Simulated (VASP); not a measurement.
# Ti: single point with r2SCAN

Ti:

```
Ti
1.0
     0.00000    1.98856    1.98856
     1.98856    0.00000    1.98856
     1.98856    1.98856    0.00000
Ti
1
Direct
  0.00000 0.00000 0.00000
```

This isn't the form of Ti at room conditions, which is hcp.

```json
{
  "Program": "VASP 6.6.1",
  "Task": "single point",
  "Functional": "r2SCAN",
  "Potentials or basis": "VASP PAW PBE potentials, release 64 (Ti_sv)",
  "Cutoff": "520 eV",
  "k mesh": "12 × 12 × 12",
  "Occupations": "gaussian, width 0.05 eV",
  "Spin": "no spin polarisation",
  "Dipole correction": "no",
  "Further INCAR settings": "ALGO = Normal; EDIFF = 1e-06; NBANDS = 12"
}
```

```
Pressure               : 13.6 GPa
Band gap on the k mesh : zero (bands 6 and 7 overlap by 1.52 eV)
```

Levels at points of the mesh, in eV from the Fermi level:
```
           k point  band 4  band 5  band 6  band 7  band 8  band 9
(0.00, 0.00, 0.00)  -33.56   -6.70    1.04    1.04    1.04    3.08
(0.50, 0.00, 0.00)  -33.68   -2.97    0.72    0.94    0.94    4.27
(0.50, 0.50, 0.00)  -33.89   -3.07   -2.11    3.31    4.33    4.56
```

Run time: 63 s on 1 thread of Intel Xeon 8259CL, on a shared host, peak memory 0.15 GiB.

Caveat: the cell stands under pressure; the PAW data sets were made with another functional, which shifts forces and pressure a little.
